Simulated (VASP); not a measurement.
# SnO in VASP: relaxation of cell and atoms with PBE+D3(BJ)

Aim: the relaxation of cell and atoms of SnO with PBE+D3(BJ).

Everything below comes from runs of VASP 6.6.1. Logs are shortened: lines on timing, memory, paths and dates and some standing lists are left out, and cuts for length are marked.

**1. The cell of the first run**

The typed cell holds 8 atoms: a = 3.837 Å, b = 3.837 Å, c = 9.527 Å, α = 90.00°, β = 90.00°, γ = 90.00°.

**2. Relaxation of cell and atoms, PBE+D3(BJ)**

The input, INCAR:

```
SYSTEM = SnO
ALGO = Fast
EDIFF = 1E-6
EDIFFG = -0.005
ENCUT = 600
GGA = PE
IBRION = 2
ISIF = 3
ISMEAR = 0
IVDW = 12
KPAR = 4
LASPH = .TRUE.
LCHARG = .FALSE.
LREAL = .FALSE.
LWAVE = .FALSE.
NELM = 60
NSW = 100
PREC = Accurate
SIGMA = 0.1
```

The input, KPOINTS:

```
k-points
0
G
  10 10 4
  0 0 0
```

The input, POSCAR:

```
SnO
1.0
    2.7131243514     -2.7131038054      0.0000000000
    2.7131243514      2.7131038054      0.0000000000
    0.0000000000      0.0000000000      9.5271433614
Sn O
4 4
Direct
    0.7500095949      0.2499904051      0.8716241902
    0.2499904051      0.7500095949      0.1283758098
    0.7499904051      0.2500095949      0.3716241902
    0.2500095949      0.7499904051      0.6283758098
    0.2500040678      0.2499959322      0.2500000000
    0.7499959322      0.7500040678      0.7500000000
    0.2499959322      0.2500040678      0.7500000000
    0.7500040678      0.7499959322      0.2500000000
```

Potentials or basis: VASP PAW PBE potentials, release 64 (Sn_d, O).

Run with:

```
> cat potpaw_PBE.64/Sn_d/POTCAR potpaw_PBE.64/O/POTCAR > POTCAR
> mpirun -np 4 vasp_std > vasp.out
```

OUTCAR:

```text
SYSTEM = SnO
   EDIFF = 1E-6
   EDIFFG = -0.005
   ENCUT = 600
   GGA = PE
   IBRION = 2
   ISIF = 3
   ISMEAR = 0
   IVDW = 12
   LASPH = .TRUE.
   LREAL = .FALSE.
   NELM = 60
   NSW = 100
   PREC = Accurate
 IVDW          = 12

 ion  position               nearest neighbor table
   1  0.750  0.250  0.872-   6 2.24   7 2.24   6 2.24   7 2.24   4 3.57   4 3.57   4 3.57   4 3.57
                             2 3.65   2 3.65   2 3.65   2 3.65
   2  0.250  0.750  0.128-   5 2.24   8 2.24   8 2.24   5 2.24   3 3.57   3 3.57   3 3.57   3 3.57
                             1 3.65   1 3.65   1 3.65   1 3.65
   3  0.750  0.250  0.372-   5 2.24   8 2.24   5 2.24   8 2.24   2 3.57   2 3.57   2 3.57   2 3.57
                             4 3.65   4 3.65   4 3.65   4 3.65
   4  0.250  0.750  0.628-   6 2.24   7 2.24   7 2.24   6 2.24   1 3.57   1 3.57   1 3.57   1 3.57
                             3 3.65   3 3.65   3 3.65   3 3.65
   5  0.250  0.250  0.250-   2 2.24   3 2.24   2 2.24   3 2.24
   6  0.750  0.750  0.750-   1 2.24   4 2.24   4 2.24   1 2.24
   7  0.250  0.250  0.750-   1 2.24   4 2.24   1 2.24   4 2.24
   8  0.750  0.750  0.250-   2 2.24   3 2.24   3 2.24   2 2.24

  LATTYP: Found a simple tetragonal cell.
 ALAT       =     3.8369227260
 C/A-ratio  =     2.4830167407

  Lattice vectors:

 A1 = (   2.7131243514,  -2.7131038054,   0.0000000000)
 A2 = (   2.7131243514,   2.7131038054,   0.0000000000)
 A3 = (   0.0000000000,   0.0000000000,   9.5271433614)

Analysis of symmetry for initial positions (statically):
=====================================================================
 Subroutine PRICEL returns:
 Original cell was already a primitive cell.

 Routine SETGRP: Setting up the symmetry group for a
 simple tetragonal supercell.

 Subroutine GETGRP returns: Found  8 space group operations
 (whereof  4 operations were pure point group operations)
 out of a pool of 16 trial point group operations.

The static configuration has the point symmetry C_2h.
 The point group associated with its full space group is D_2h.

Analysis of symmetry for dynamics (positions and initial velocities):
=====================================================================
 Subroutine PRICEL returns:
 Original cell was already a primitive cell.

 Routine SETGRP: Setting up the symmetry group for a
 simple tetragonal supercell.

 Subroutine GETGRP returns: Found  8 space group operations
 (whereof  4 operations were pure point group operations)
 out of a pool of 16 trial point group operations.

The dynamic configuration has the point symmetry C_2h.
 The point group associated with its full space group is D_2h.

 Subroutine INISYM returns: Found  8 space group operations
 (whereof  4 operations are pure point group operations),
 and found     1 'primitive' translations

----------------------------------------------------------------------------------------

                                     Primitive cell

  volume of cell :     140.2584

  direct lattice vectors                    reciprocal lattice vectors
     2.713124351 -2.713103805  0.000000000     0.184289378 -0.184290774  0.000000000
     2.713124351  2.713103805  0.000000000     0.184289378  0.184290774  0.000000000
     0.000000000  0.000000000  9.527143361     0.000000000  0.000000000  0.104963257

  length of vectors
     3.836922726  3.836922726  9.527143361     0.260625525  0.260625525  0.104963257

  position of ions in fractional coordinates (direct lattice)
     0.750009595  0.249990405  0.871624190
     0.249990405  0.750009595  0.128375810
     0.749990405  0.250009595  0.371624190
     0.250009595  0.749990405  0.628375810
     0.250004068  0.249995932  0.250000000
     0.749995932  0.750004068  0.750000000
     0.249995932  0.250004068  0.750000000
     0.750004068  0.749995932  0.250000000

  ion indices of the primitive-cell ions
   primitive index   ion index
                 1           1
                 2           2
                 3           3
                 4           4
                 5           5
                 6           6
                 7           7
                 8           8

----------------------------------------------------------------------------------------

 KPOINTS: k-points

Automatic generation of k-mesh.
 Grid dimensions read from file:
 generate k-points for:   10   10    4

 Generating k-lattice:

  Cartesian coordinates                     Fractional coordinates (reciprocal lattice)
     0.018428938 -0.018429077  0.000000000     0.100000000  0.000000000  0.000000000
     0.018428938  0.018429077  0.000000000     0.000000000  0.100000000  0.000000000
     0.000000000  0.000000000  0.026240814     0.000000000  0.000000000  0.250000000

  Length of vectors
     0.026062553  0.026062553  0.026240814

  Shift w.r.t. Gamma in fractional coordinates (k-lattice)
     0.000000000  0.000000000  0.000000000

 Subroutine IBZKPT returns following result:
 ===========================================

 Found     93 irreducible k-points:

 Following reciprocal coordinates:
            Coordinates               Weight
  0.000000  0.000000  0.000000      1.000000
  0.100000 -0.000000  0.000000      4.000000
  0.200000 -0.000000  0.000000      4.000000
  0.300000 -0.000000  0.000000      4.000000
  0.400000  0.000000  0.000000      4.000000
  0.500000 -0.000000  0.000000      2.000000
[... 16 lines left out ...]
  0.300000  0.300000  0.000000      2.000000
 -0.300000  0.300000  0.000000      2.000000
 [... further k-points ...]
   k-points           NKPTS =     93   k-points in BZ     NKDIM =     93   number of bands    NBANDS=     48
   number of dos      NEDOS =    301   number of ions     NIONS =      8
   total plane-waves  NPLWV =  81920
   dimension x,y,z NGX =    32 NGY =   32 NGZ =   80
   dimension x,y,z NGXF=    64 NGYF=   64 NGZF=  160
   ions per type =               4   4
   NGX,Y,Z   is equivalent  to a cutoff of  13.86, 13.86, 13.96 a.u.
   NGXF,Y,Z  is equivalent  to a cutoff of  27.73, 27.73, 27.92 a.u.
 SYSTEM =  SnO
   PREC   = accura    normal or accurate (medium, high low for compatibility)
   ISTART =      0    job   : 0-new  1-cont  2-samecut
   ICHARG =      2    charge: 1-file 2-atom 10-const
   ISPIN  =      1    spin polarized calculation?
   LNONCOLLINEAR =      F non collinear calculations
   LSORBIT =      F    spin-orbit coupling
   LASPH  =      T    aspherical Exc in radial PAW
   ENCUT  =  600.0 eV  44.10 Ry    6.64 a.u.   7.66  7.66 19.03*2*pi/ulx,y,z
   NELM   =     60;   NELMIN=  2; NELMDL= -5     # of ELM steps
   EDIFF  = 0.1E-05   stopping-criterion for ELM
   LREAL  =      F    real-space projection
   EDIFFG = -.5E-02   stopping-criterion for IOM
   NSW    =    100    number of steps for IOM
   IBRION =      2    ionic relax: 0-MD 1-quasi-New 2-CG
   NFREE  =      1    steps in history (QN), initial steepest desc. (CG)
   ISIF   =      3    stress and relaxation
   ISYM   =      2    0-nonsym 1-usesym 2-fastsym
   POTIM  = 0.5000    time-step for ionic-motion
   TEBEG  =    0.0;   TEEND  =   0.0 temperature during run
   PSTRESS=    0.0 pullay stress
   NELECT =      80.0000    total number of electrons
   NUPDOWN=      -1.0000    fix difference up-down
   EMIN   =  10.00;   EMAX   =-10.00  energy-range for DOS
   EFERMI =   0.00;   METHOD = LEGACY
   ISMEAR =     0;   SIGMA  =   0.10  broadening in eV -4-tet -1-fermi 0-gaus
   EFERMI_NEDOS =   21; number of points for ismear=-14 and -15
   IALGO  =     68    algorithm
   IMIX   =      4    mixing-type and parameters
     AMIX     =   0.40;   BMIX     =  1.00
     AMIX_MAG =   1.60;   BMIX_MAG =  1.00
  volume/ion in A,a.u.               =      17.53       118.31
  Fermi-wavevector in a.u.,A,eV,Ry     =   1.357673  2.565630 25.079297  1.843276
  Thomas-Fermi vector in A             =   2.484572
   LORBIT       =      0    0 simple, 1 ext, 2 COOP (PROOUT), +10 PAW based schemes
   GGA     = PE    functional components
   LHFCALC =     F    Hartree Fock is set to
   AEXX    =    0.0000 exact exchange contribution
   IVDW    =    12    specifies the selected vdW correction
   LEPSILON=     F    determine dielectric tensor
   LRPA    =     F    only Hartree local field effects (RPA)
 conjugate gradient relaxation of ions
 non-spin polarized calculation
 RMM-DIIS sequential band-by-band and
 Gauss-broadening in eV      SIGMA  =   0.10
  energy-cutoff  :      600.00
  volume of cell :      140.26
 maximum number of plane-waves:      4704
   NGX = 15   NGY = 15   NGZ = 39

--------------------------------------- Ionic step        1  -------------------------------------------

 number of electron      80.0000027 magnetization

 Free energy of the ion-electron system (eV)
  ---------------------------------------------------
  ext. energy  EPLUGINS =         0.00000000
  ---------------------------------------------------
  free energy    TOTEN  =       -45.38982034 eV

  energy without entropy =      -45.38869722  energy(sigma->0) =      -45.38925878

------------------------ aborting loop because EDIFF is reached ----------------------------------------

 Edisp (eV)   -1.87705

 E8    (eV) :    -0.8145
[... 123 lines left out ...]
  FREE ENERGIE OF THE ION-ELECTRON SYSTEM (eV)
  ---------------------------------------------------
  free  energy   TOTEN  =       -47.2673060990 eV

  energy  without entropy=      -47.2661715431  energy(sigma->0) =      -47.26673882

[... ionic steps 4 to 10 ...]

--------------------------------------- Ionic step       11  -------------------------------------------

 number of electron      80.0000034 magnetization

------------------------ aborting loop because EDIFF is reached ----------------------------------------
[... 87 lines left out ...]
--------------------------------------- Ionic step       13  -------------------------------------------

 number of electron      80.0000034 magnetization

 Free energy of the ion-electron system (eV)
  ---------------------------------------------------
  ext. energy  EPLUGINS =         0.00000000
  ---------------------------------------------------
  free energy    TOTEN  =       -45.38200744 eV

  energy without entropy =      -45.38081685  energy(sigma->0) =      -45.38141214

 E-fermi :   7.1883     XC(G=0): -10.3009

 val. band max:        7.1310948914   @ k =   0.1000  -0.0000   0.0000
 cond. band min:       7.3450061018   @ k =   0.5000   0.5000   0.2500
 fundamental gap:      0.2139112104
 Fermi energy:         7.1882855392

 k-point     1 :       0.0000    0.0000    0.0000
  band No.  band energies     occupation
      1     -14.7933      2.00000
      2     -14.7711      2.00000
      3     -14.4189      2.00000
      4     -14.4065      2.00000
      5     -14.4065      2.00000
      6     -14.3969      2.00000
[... 1213 lines left out ...]
     47      12.1045      0.00000
     48      12.1866      0.00000

 [... further k-points ...]

------------------------ aborting loop because EDIFF is reached ----------------------------------------

 Edisp (eV)   -1.88598

 E8    (eV) :    -0.8184
[... 31 lines left out ...]
  FREE ENERGIE OF THE ION-ELECTRON SYSTEM (eV)
  ---------------------------------------------------
  free  energy   TOTEN  =       -47.2679903887 eV

  energy  without entropy=      -47.2667997921  energy(sigma->0) =      -47.26739509

 reached required accuracy - stopping structural energy minimisation
```

It took 31 min on 4 MPI ranks of Oxide Virtual Turin-like, shared host; peak memory 0.68 GiB.

What came out:

```
Free energy                           : -47.2680 eV
Relaxed volume                        : 17.45 Å³/atom
Relaxed cell                          : a = 3.836 Å, b = 3.836 Å, c = 9.487 Å, α = 90.00°, β = 90.00°, γ = 90.00°
Space group after relaxing (to 0.1 Å) : P4/nmm (No. 129)
Energy gained by relaxing             : 0.1 meV/atom
Ionic steps                           : 13
Pressure after relaxing               : 0.0 GPa
Band gap on the k mesh                : zero (bands 40 and 41 overlap by 0.04 eV)
Dispersion energy per atom            : -0.236 eV
```

Forces on the atoms (eV/Å):
```
Sn   0.000  0.000  0.002
Sn   0.000  0.000 -0.002
Sn   0.000  0.000  0.002
Sn   0.000  0.000 -0.002
O    0.000  0.000  0.000
O    0.000  0.000  0.000
O    0.000  0.000  0.000
O    0.000  0.000  0.000
```

Step by step:
```tsv
step	energy change (eV)	largest force (eV/Å)	pressure (GPa)	volume (Å³)
1	0.0000	0.0786	0.13	140.26
2	-0.0003	0.0179	-0.30	140.55
3	-0.0004	0.0199	-0.11	140.44
4	-0.0004	0.0123	-0.18	140.45
5	-0.0004	0.0173	-0.14	140.44
6	-0.0007	0.0061	-0.08	140.21
7	-0.0008	0.0025	-0.05	140.09
8	-0.0009	0.0060	0.01	139.84
9	-0.0010	0.0014	0.05	139.72
10	-0.0011	0.0045	0.04	139.67
11	-0.0011	0.0096	0.08	139.56
12	-0.0010	0.0215	-0.18	139.74
13	-0.0011	0.0021	0.00	139.63
```

Final structure:
```cif
data_structure
_symmetry_space_group_name_H-M 'P 1'
_symmetry_Int_Tables_number 1
_cell_length_a 3.8364
_cell_length_b 3.8364
_cell_length_c 9.4867
_cell_angle_alpha 90.000
_cell_angle_beta 90.000
_cell_angle_gamma 90.000
_cell_volume 139.63
loop_
_atom_site_label
_atom_site_type_symbol
_atom_site_fract_x
_atom_site_fract_y
_atom_site_fract_z
_atom_site_occupancy
Sn1 Sn 0.75000 0.25000 0.87251 1
Sn2 Sn 0.25000 0.75000 0.12749 1
Sn3 Sn 0.75000 0.25000 0.37251 1
Sn4 Sn 0.25000 0.75000 0.62749 1
O1 O 0.25000 0.25000 0.25000 1
O2 O 0.75000 0.75000 0.75000 1
O3 O 0.25000 0.25000 0.75000 1
O4 O 0.75000 0.75000 0.25000 1
```

Caveat: semilocal functionals underestimate gaps, and a narrow one can read as zero; spin-orbit coupling is left out, which moves the levels of the heavy elements.

The gap in the log of VASP goes by the Fermi energy; the results here count the filled bands.